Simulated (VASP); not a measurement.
# Ni (Fm-3m) in VASP: a series of runs

The runs below take Ni through single point, with r2SCAN.

Program: VASP 6.6.1. These are calculated values, not measurements. Logs are shortened: lines on timing, memory, paths and dates and some standing lists are left out, and cuts for length are marked.

**1. The cell of the first run**

It takes space group Fm-3m (No. 225, cubic). Conventional cell: a = 3.521 Å, b = 3.521 Å, c = 3.521 Å, α = 90.00°, β = 90.00°, γ = 90.00°. Within 3.3 Å of Ni (site symmetry m-3m) lie 12 Ni at 2.49 Å.

**2. Single point, r2SCAN, collinear spin, ferromagnetic start**

The input, POSCAR:

```
Ni
1.0
    0.0000000000      1.7603666700      1.7603666700
    1.7603666700      0.0000000000      1.7603666700
    1.7603666700      1.7603666700      0.0000000000
Ni
1
Direct
    0.0000000000      0.0000000000      0.0000000000
```

The input, INCAR.step1:

```
PREC     = Accurate       # precision mode
ENCUT    = 520            # plane-wave cutoff, eV
ISMEAR   = -1             # smearing method
SIGMA    = 0.1            # smearing width, eV
LREAL    = F              # projectors in reciprocal space
LASPH    = T              # aspherical terms in the spheres
NELM     = 150            # most SCF steps
ISPIN    = 2              # spin polarisation
MAGMOM   = 1.58           # initial moments
NUPDOWN  = 1.58           # fixed moment
LMAXMIX  = 4              # l up to which the mixer works
NBANDS   = 15             # bands
GGA      = PE             # functional
ALGO     = Normal         # electronic algorithm
EDIFF    = 1E-4           # SCF threshold, eV
LWAVE    = T              # write WAVECAR
LCHARG   = F              # write CHGCAR
```

The input, INCAR.step2:

```
PREC     = Accurate       # precision mode
ENCUT    = 520            # plane-wave cutoff, eV
EDIFF    = 1E-7           # SCF threshold, eV
ISMEAR   = -1             # smearing method
SIGMA    = 0.1            # smearing width, eV
LREAL    = F              # projectors in reciprocal space
LASPH    = T              # aspherical terms in the spheres
NELM     = 150            # most SCF steps
ALGO     = Normal         # electronic algorithm
ISIF     = 2              # what is computed and relaxed
LWAVE    = F              # write WAVECAR
LCHARG   = F              # write CHGCAR
ISPIN    = 2              # spin polarisation
MAGMOM   = 1.58           # initial moments
LORBIT   = 11             # projections on sites
NUPDOWN  = 1.58           # fixed moment
LMAXMIX  = 4              # l up to which the mixer works
METAGGA  = R2SCAN         # meta-GGA
LMIXTAU  = T            
NBANDS   = 15             # bands
ISTART   = 1
```

The input, KPOINTS:

```
regular mesh
0
Gamma
  14 14 14
```

Potentials or basis: VASP PAW PBE potentials, release 64 (Ni).

Started as:

```sh
$ cat potpaw_PBE.64/Ni/POTCAR > POTCAR
$ cp INCAR.step1 INCAR
$ mpirun -np 1 vasp_std > vasp.out
$ cp INCAR.step2 INCAR
$ mpirun -np 1 vasp_std > vasp.out
```

OUTCAR:

```text
PREC = Accurate
   ENCUT = 520
   EDIFF = 1E-7
   ISMEAR = -1
   LREAL = F
   LASPH = T
   NELM = 150
   ISIF = 2
   ISPIN = 2
   LORBIT = 11
   NUPDOWN = 1.58
   METAGGA = R2SCAN
   ISTART = 1

 ion  position               nearest neighbor table
   1  0.000  0.000  0.000-

  LATTYP: Found a face centered cubic cell.
 ALAT       =     3.5207333400

  Lattice vectors:

 A1 = (   0.0000000000,   1.7603666700,   1.7603666700)
 A2 = (   1.7603666700,   0.0000000000,   1.7603666700)
 A3 = (   1.7603666700,   1.7603666700,   0.0000000000)

Analysis of symmetry for initial positions (statically):
=====================================================================
 Subroutine PRICEL returns:
 Original cell was already a primitive cell.

 Routine SETGRP: Setting up the symmetry group for a
 face centered cubic supercell.

 Subroutine GETGRP returns: Found 48 space group operations
 (whereof 48 operations were pure point group operations)
 out of a pool of 48 trial point group operations.

The static configuration has the point symmetry O_h .

Analysis of symmetry for dynamics (positions and initial velocities):
=====================================================================
 Subroutine PRICEL returns:
 Original cell was already a primitive cell.

 Routine SETGRP: Setting up the symmetry group for a
 face centered cubic supercell.

 Subroutine GETGRP returns: Found 48 space group operations
 (whereof 48 operations were pure point group operations)
 out of a pool of 48 trial point group operations.

The dynamic configuration has the point symmetry O_h .

Analysis of structural, dynamic, and magnetic symmetry:
=====================================================================
 Subroutine PRICEL returns:
 Original cell was already a primitive cell.

 Routine SETGRP: Setting up the symmetry group for a
 face centered cubic supercell.

 Subroutine GETGRP returns: Found 48 space group operations
 (whereof 48 operations were pure point group operations)
 out of a pool of 48 trial point group operations.

The overall configuration has the point symmetry O_h .

 Subroutine INISYM returns: Found 48 space group operations
 (whereof 48 operations are pure point group operations),
 and found     1 'primitive' translations

----------------------------------------------------------------------------------------

                                     Primitive cell

  volume of cell :      10.9104

  direct lattice vectors                    reciprocal lattice vectors
     0.000000000  1.760366670  1.760366670    -0.284031735  0.284031735  0.284031735
     1.760366670  0.000000000  1.760366670     0.284031735 -0.284031735  0.284031735
     1.760366670  1.760366670  0.000000000     0.284031735  0.284031735 -0.284031735

  length of vectors
     2.489534419  2.489534419  2.489534419     0.491957396  0.491957396  0.491957396

  position of ions in fractional coordinates (direct lattice)
     0.000000000  0.000000000  0.000000000

  ion indices of the primitive-cell ions
   primitive index   ion index
                 1           1

----------------------------------------------------------------------------------------

 KPOINTS: regular mesh

Automatic generation of k-mesh.
 Grid dimensions read from file:
 generate k-points for:   14   14   14

 Generating k-lattice:

  Cartesian coordinates                     Fractional coordinates (reciprocal lattice)
    -0.020287981  0.020287981  0.020287981     0.071428571  0.000000000  0.000000000
     0.020287981 -0.020287981  0.020287981     0.000000000  0.071428571  0.000000000
     0.020287981  0.020287981 -0.020287981     0.000000000  0.000000000  0.071428571

  Length of vectors
     0.035139814  0.035139814  0.035139814

  Shift w.r.t. Gamma in fractional coordinates (k-lattice)
     0.000000000  0.000000000  0.000000000

 Subroutine IBZKPT returns following result:
 ===========================================

 Found    104 irreducible k-points:

 Following reciprocal coordinates:
            Coordinates               Weight
  0.000000  0.000000  0.000000      1.000000
  0.071429  0.000000  0.000000      8.000000
  0.142857  0.000000  0.000000      8.000000
  0.214286  0.000000  0.000000      8.000000
  0.285714  0.000000  0.000000      8.000000
  0.357143  0.000000  0.000000      8.000000
[... 16 lines left out ...]
  0.214286  0.142857  0.000000     24.000000
  0.285714  0.142857  0.000000     24.000000
 [... further k-points ...]
   k-points           NKPTS =    104   k-points in BZ     NKDIM =    104   number of bands    NBANDS=     15
   number of dos      NEDOS =    301   number of ions     NIONS =      1
   total plane-waves  NPLWV =   8000
   dimension x,y,z NGX =    20 NGY =   20 NGZ =   20
   dimension x,y,z NGXF=    40 NGYF=   40 NGZF=   40
   ions per type =               1
   NGX,Y,Z   is equivalent  to a cutoff of  13.36, 13.36, 13.36 a.u.
   NGXF,Y,Z  is equivalent  to a cutoff of  26.71, 26.71, 26.71 a.u.
 SYSTEM =  unknown system
   PREC   = accura    normal or accurate (medium, high low for compatibility)
   ISTART =      1    job   : 0-new  1-cont  2-samecut
   ICHARG =      0    charge: 1-file 2-atom 10-const
   ISPIN  =      2    spin polarized calculation?
   LNONCOLLINEAR =      F non collinear calculations
   LSORBIT =      F    spin-orbit coupling
   LASPH  =      T    aspherical Exc in radial PAW
   ENCUT  =  520.0 eV  38.22 Ry    6.18 a.u.   4.63  4.63  4.63*2*pi/ulx,y,z
   NELM   =    150;   NELMIN=  2; NELMDL=  0     # of ELM steps
   EDIFF  = 0.1E-06   stopping-criterion for ELM
   LREAL  =      F    real-space projection
   EDIFFG = 0.1E-05   stopping-criterion for IOM
   NSW    =      0    number of steps for IOM
   IBRION =     -1    ionic relax: 0-MD 1-quasi-New 2-CG
   NFREE  =      0    steps in history (QN), initial steepest desc. (CG)
   ISIF   =      2    stress and relaxation
   ISYM   =      2    0-nonsym 1-usesym 2-fastsym
   POTIM  = 0.5000    time-step for ionic-motion
   TEBEG  =    0.0;   TEEND  =   0.0 temperature during run
   PSTRESS=    0.0 pullay stress
   NELECT =      10.0000    total number of electrons
   NUPDOWN=       1.5800    fix difference up-down
   EMIN   =  10.00;   EMAX   =-10.00  energy-range for DOS
   EFERMI =   0.00;   METHOD = LEGACY
   ISMEAR =    -1;   SIGMA  =   0.10  broadening in eV -4-tet -1-fermi 0-gaus
   EFERMI_NEDOS =   21; number of points for ismear=-14 and -15
   IALGO  =     38    algorithm
   IMIX   =      4    mixing-type and parameters
     AMIX     =   0.40;   BMIX     =  1.00
     AMIX_MAG =   1.60;   BMIX_MAG =  1.00
  volume/ion in A,a.u.               =      10.91        73.63
  Fermi-wavevector in a.u.,A,eV,Ry     =   1.590236  3.005111 34.407118  2.528852
  Thomas-Fermi vector in A             =   2.688962
   LORBIT       =     11    0 simple, 1 ext, 2 COOP (PROOUT), +10 PAW based schemes
   METAGGA = R2SCAN    functional components
   LHFCALC =     F    Hartree Fock is set to
   AEXX    =    0.0000 exact exchange contribution
   IVDW    =     0    specifies the selected vdW correction
   LEPSILON=     F    determine dielectric tensor
   LRPA    =     F    only Hartree local field effects (RPA)
 spin polarized calculation
  energy-cutoff  :      520.00
  volume of cell :       10.91
 maximum number of plane-waves:       306
   NGX =  9   NGY =  9   NGZ =  9

 number of electron      10.0000009 magnetization       1.5800002

 Free energy of the ion-electron system (eV)
  ---------------------------------------------------
  ext. energy  EPLUGINS =         0.00000000
  ---------------------------------------------------
  free energy    TOTEN  =       -11.29262373 eV

  energy without entropy =      -11.26097375  energy(sigma->0) =      -11.27679874

 E-fermi :   8.7018     XC(G=0): -14.5022

 val. band max:       12.0079780411   @ k =  -0.4286   0.5000   0.0714
 cond. band min:       8.7122460308   @ k =  -0.4286   0.4286   0.0000
 fundamental gap:     -3.2957320103
 Fermi energy:        12.2016658387

 spin component 1

 k-point     1 :       0.0000    0.0000    0.0000
  band No.  band energies     occupation
      1      -0.5367      1.00000
      2       5.3360      1.00000
      3       5.3360      1.00000
      4       5.3360      1.00000
      5       6.6753      1.00000
      6       6.6754      1.00000
      7      33.4818      0.00000
      8      37.7081      0.00000
      9      37.7081      0.00000
     10      37.7084      0.00000
     11      40.0974      0.00000
     12      40.0974      0.00000
     13      40.0975      0.00000
     14      43.7456      0.00000
     15      48.8886      0.00000
[... 397 lines left out ...]
 k-point    24 :       0.2857    0.1429    0.0000
  band No.  band energies     occupation
      1       2.1616      1.00000
      2       4.7493      1.00000
      3       5.6802      1.00000
      4       5.8511      1.00000
      5       6.5952      1.00000
      6       6.9521      1.00000
      7      24.7362      0.00000
      8      30.6446      0.00000
      9      31.2540      0.00000
     10      34.1021      0.00000
     11      39.5238      0.00000
     12      43.5806      0.00000
     13      45.6774      0.00000
     14      47.5335      0.00000
     15      49.2762      0.00000

 [... further k-points ...]

 spin component 2

 k-point     1 :       0.0000    0.0000    0.0000
  band No.  band energies     occupation
      1      -0.0862      1.00000
      2       7.6714      0.99997
      3       7.6714      0.99997
      4       7.6714      0.99997
      5       8.1371      0.99649
      6       8.1371      0.99648
      7      33.9283      0.00000
      8      38.2878      0.00000
      9      38.2879      0.00000
     10      38.2879      0.00000
     11      41.0157      0.00000
     12      41.0157      0.00000
     13      41.0157      0.00000
     14      44.5744      0.00000
     15      51.2943      0.00000
[... 397 lines left out ...]
 k-point    24 :       0.2857    0.1429    0.0000
  band No.  band energies     occupation
      1       2.6980      1.00000
      2       6.8911      1.00000
      3       7.4086      1.00000
      4       7.9223      0.99959
      5       8.6116      0.71148
      6       8.7596      0.35953
      7      25.6025      0.00000
      8      31.4090      0.00000
      9      31.9642      0.00000
     10      34.8797      0.00000
     11      40.3633      0.00000
     12      44.3120      0.00000
     13      46.4338      0.00000
     14      48.6503      0.00000
     15      53.2031      0.00000

 [... further k-points ...]
[... 5 lines left out ...]
  --------------------------------------------------------------------------------------
  -------------------------------------------------------------------------------------
  Total        0.4815571      0.4815571      0.4815571      0.0000000      0.0000000      0.0000000
  in kB       70.7162086     70.7162086     70.7162086      0.0000000      0.0000000      0.0000000
  external PRESSURE =      70.7162086 kB  Pullay stress =       0.0000000 kB

 VOLUME and BASIS-vectors are now :
 -----------------------------------------------------------------------------
  energy-cutoff  :      520.00
  volume of cell :       10.91
      direct lattice vectors                 reciprocal lattice vectors
     0.000000000  1.760366670  1.760366670    -0.284031735  0.284031735  0.284031735
     1.760366670  0.000000000  1.760366670     0.284031735 -0.284031735  0.284031735
     1.760366670  1.760366670  0.000000000     0.284031735  0.284031735 -0.284031735

 POSITION                                       TOTAL-FORCE (eV/Angst)
 -----------------------------------------------------------------------------------
      0.00000      0.00000      0.00000         0.000000      0.000000      0.000000
 -----------------------------------------------------------------------------------
    total drift:                                0.000000      0.000000      0.000000

  FREE ENERGIE OF THE ION-ELECTRON SYSTEM (eV)
  ---------------------------------------------------
  free  energy   TOTEN  =       -11.2926237254 eV

  energy  without entropy=      -11.2609737523  energy(sigma->0) =      -11.27679874

 total charge

# of ion       s       p       d       tot
------------------------------------------
    1        0.545   0.622   8.130   9.298

 magnetization (x)

# of ion       s       p       d       tot
------------------------------------------
    1        0.037   0.111   1.381   1.530
```

Run time: 85 s. Hardware: 1 thread of Intel Xeon 6975P-C (Granite Rapids), shared host; peak memory 0.15 GiB.

Results:

```
Free energy                                           : -11.2926 eV
Pressure                                              : 7.1 GPa
Net moment                                            : 1.58 μB per cell
Site moments                                          : Ni +1.53 μB
Valence electrons inside the program's atomic spheres : Ni 9.30
```

Caveat: the cell stands under pressure; the PAW data sets were made with another functional, which shifts forces and pressure a little; the total moment is fixed, so each spin has its own Fermi level and the state may be an excited one.

**3. Single point, r2SCAN, collinear spin, ferromagnetic start**

POSCAR is that of step 2.

The input, INCAR.step1:

```
SYSTEM = Ni
PREC = Accurate
ENCUT = 520
ISMEAR = -1
SIGMA = 0.1
LREAL = .FALSE.
LASPH = .TRUE.
NELM = 150
ISPIN = 2
MAGMOM = 2.11
NUPDOWN = 2.11
LMAXMIX = 4
NBANDS = 15
GGA = PE
ALGO = Normal
EDIFF = 1E-4
LWAVE = .TRUE.
LCHARG = .FALSE.
```

The input, INCAR.step2:

```
SYSTEM = Ni
PREC = Accurate
ENCUT = 520
EDIFF = 1E-6
ISMEAR = -1
SIGMA = 0.1
LREAL = .FALSE.
LASPH = .TRUE.
NELM = 150
ALGO = Normal
ISIF = 2
LWAVE = .FALSE.
LCHARG = .TRUE.
ISPIN = 2
MAGMOM = 2.11
LORBIT = 11
NUPDOWN = 2.11
LMAXMIX = 4
METAGGA = R2SCAN
LMIXTAU = .TRUE.
LELF = .TRUE.
LVHAR = .TRUE.
NBANDS = 15
ISTART = 1
```

The input, KPOINTS:

```
Automatic mesh
0
G
  14 14 14
  0 0 0
```

Potentials or basis: VASP PAW PBE potentials, release 64 (Ni).

Started as:

```sh
$ cat potpaw_PBE.64/Ni/POTCAR > POTCAR
$ cp INCAR.step1 INCAR
$ mpirun -np 1 vasp_std > vasp.out
$ cp INCAR.step2 INCAR
$ mpirun -np 1 vasp_std > vasp.out
```

Run time: 84 s. Hardware: 1 thread of Intel Xeon 6975P-C (Granite Rapids), shared host; peak memory 0.15 GiB.

The run converged. Its results:

* Free energy: -9.9691 eV
* Pressure: 24.4 GPa
* Net moment: 2.11 μB per cell
* Site moments: Ni +2.00 μB
* Valence electrons inside the program's atomic spheres: Ni 9.27

Caveat: the cell stands under pressure; the PAW data sets were made with another functional, which shifts forces and pressure a little; the total moment is fixed, so each spin has its own Fermi level and the state may be an excited one.

**4. Single point, r2SCAN, collinear spin, ferromagnetic start**

POSCAR is that of step 3.

Changes to INCAR.step1 since step 3:

```diff
@@ -9,4 +9,4 @@
 ISPIN = 2
-MAGMOM = 2.11
-NUPDOWN = 2.11
+MAGMOM = 0.26
+NUPDOWN = 0.26
 LMAXMIX = 4
```

Changes to INCAR.step2 since step 3:

```diff
@@ -14,5 +14,5 @@
 ISPIN = 2
-MAGMOM = 2.11
+MAGMOM = 0.26
 LORBIT = 11
-NUPDOWN = 2.11
+NUPDOWN = 0.26
 LMAXMIX = 4
```

The input, KPOINTS:

```
regular mesh
0
G
  14 14 14
  0 0 0
```

Started as:

```sh
$ cat potpaw_PBE.64/Ni/POTCAR > POTCAR
$ cp INCAR.step1 INCAR
$ mpirun -np 1 vasp_std > vasp.out
$ cp INCAR.step2 INCAR
$ mpirun -np 1 vasp_std > vasp.out
```

Run time: 58 s. Hardware: 1 thread of Intel Xeon 6975P-C (Granite Rapids), shared host; peak memory 0.15 GiB.

It converged, with:

* Free energy: -11.8813 eV
* Pressure: -8.5 GPa
* Net moment: 0.26 μB per cell
* Site moments: Ni +0.27 μB
* Valence electrons inside the program's atomic spheres: Ni 9.35

Caveat: the cell stands under tension; the PAW data sets were made with another functional, which shifts forces and pressure a little; the total moment is fixed, so each spin has its own Fermi level and the state may be an excited one.

(Part 1 of 2 ends here.)
